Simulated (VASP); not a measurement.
Here is a VASP 6.6.1 calculation.

INCAR

```
PREC     = Accurate       # precision mode
ENCUT    = 520            # plane-wave cutoff, eV
EDIFF    = 1E-6           # SCF threshold, eV
ISMEAR   = 0              # smearing method
SIGMA    = 0.15           # smearing width, eV
LREAL    = False          # projectors in reciprocal space
LASPH    = True           # aspherical terms in the spheres
NELM     = 150            # most SCF steps
ALGO     = Normal         # electronic algorithm
ISIF     = 2              # what is computed and relaxed
LWAVE    = False          # write WAVECAR
LCHARG   = False          # write CHGCAR
ISPIN    = 2              # spin polarisation
MAGMOM   = 0 0.5 0.5 0.5  # initial moments
LORBIT   = 11             # projections on sites
NUPDOWN  = 1.5            # fixed moment
LMAXMIX  = 4              # l up to which the mixer works
GGA      = PE             # functional
NBANDS   = 28             # bands
```

KPOINTS

```
Automatic mesh
0
Gamma
  14 14 14
```

File POSCAR:

```
AlNi3
1.0
    0.0000000000      2.6543774807      2.6543774807
    2.6543774807      0.0000000000      2.6543774807
    2.6543774807      2.6543774807      0.0000000000
Al Ni
1 3
Direct
    0.5000000000      0.5000000000      0.5000000000
    0.2500000000      0.2500000000      0.2500000000
    0.0000000000      0.0000000000      0.0000000000
    0.7500000000      0.7500000000      0.7500000000
```

Potentials or basis: VASP PAW PBE potentials, release 64 (Al, Ni).

Run with:

```sh
$ cat potpaw_PBE.64/Al/POTCAR potpaw_PBE.64/Ni/POTCAR > POTCAR
$ mpirun -np 1 vasp_std > vasp.out
```

Estimate the pressure.

58.6 GPa.

Caveat: the cell stands under pressure; the total moment is fixed, so each spin has its own Fermi level.
